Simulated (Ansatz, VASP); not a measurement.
## Fe: VASP beside Ansatz

```
Fe
1.0
     2.52438    0.00000    0.00000
    -1.26219    2.18618    0.00000
     0.00000    0.00000    4.37429
Fe
2
Direct
  0.33333 0.66667 0.25000
  0.66667 0.33333 0.75000
```

Alike in both runs: functional PBE; k mesh 18 × 18 × 10; occupations gaussian, width 0.1 eV; collinear spin.

Ansatz relaxed the structure, and its values are those at the end. VASP's run is a single point on that final structure, the one shown.

|  | VASP | Ansatz |
| --- | --- | --- |
| version | VASP 6.6.1 | Ansatz 0.2.0 |
| potentials or method | VASP PAW PBE potentials, release 64 (Fe), cutoff 520 eV | scalar-relativistic, plane waves, PAW |
| valence electrons in the cell | 16 | 32 |

VASP gave:

- gap on the k mesh at the Fermi level (eV): none
- pressure (GPa): -0.2
- net moment per atom (μB): 2.59
- size of the moment on the site where the two differ most (μB): 2.58

Q: Which values does Ansatz return?

A: gap on the k mesh at the Fermi level (eV): none; pressure (GPa): 0.0; net moment per atom (μB): 2.58; size of the moment on the site where the two differ most (μB): 2.61.

Site moments also hang on the region over which each program counts them. A gap of «none» marks a metal or a gap that the smearing closes. VASP's potentials hold 16 valence electrons a cell and Ansatz's 32, so a difference there can come from the potentials and not from the codes.
